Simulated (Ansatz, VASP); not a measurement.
## MgO in VASP and in Ansatz

INCAR

```
ALGO = Normal
EDIFF = 1E-6
ENCUT = 520
GGA = PE
ISIF = 2
ISMEAR = 0
LASPH = T
LCHARG = F
LREAL = F
LWAVE = F
NBANDS = 11
NELM = 100
PREC = Accurate
SIGMA = 0.05
```

File KPOINTS:

```
k-points
0
Gamma
  9 9 8
```

Contents of POSCAR:

```
MgO
1.0
    2.9380209034      0.0000000000      0.0000000000
   -1.4690104517      2.5444007392      0.0000000000
    0.0000000000      0.0000000000      2.5992896000
Mg O
1 1
Direct
    0.0000000000      0.0000000000      0.0000000000
    0.3333333333      0.6666666667      0.5000000000
```

Input for Ansatz:

```yaml
crystal:
  lattice:
    - [2.9380209034, 0.0, 0.0]
    - [-1.4690104517, 2.5444007392, 0.0]
    - [0.0, 0.0, 2.5992896]
  atoms:
    - { symbol: Mg, position: [0.0, 0.0, 0.0] }
    - { symbol: O, position: [0.3333333333, 0.6666666667, 0.5] }
basis:
  ecutwfc: 420
kpoints:
  mp_grid: { grid: [9, 9, 8] }
hamiltonian:
  xc: pbe
scf:
  occupations: { method: gaussian, width: 0.05 }
output:
  forces: true
  stress: true
  eigenvalues: true
```

Change from the starting cell: strain +0.000 along x and y, -0.030 along z, atoms carried along.

Alike in both runs: task single point; functional PBE; k mesh 9 × 9 × 8; occupations gaussian, width 0.05 eV; no spin polarisation.

|  | VASP | Ansatz |
| --- | --- | --- |
| version | VASP 6.6.1 | Ansatz 0.2.0 |
| potentials or method | VASP PAW PBE potentials, release 64 (Mg, O), cutoff 520 eV | scalar-relativistic, plane waves, PAW |
| valence electrons in the cell | 8 | 16 |

```csv
,VASP,Ansatz,Ansatz less VASP
gap on the k mesh at the Fermi level (eV),3.03,3.05,+0.021
least direct gap on the mesh (eV),3.38,3.40,+0.017
pressure (GPa),4.7,5.3,+0.63
"traceless stress, the component that is largest in VASP (GPa)",12.08,12.10,+0.018
```

The functional is the same, so the differences come from potentials, cutoffs and numerics. VASP's potentials hold 8 valence electrons a cell and Ansatz's 16, so a difference there can come from the potentials and not from the codes.
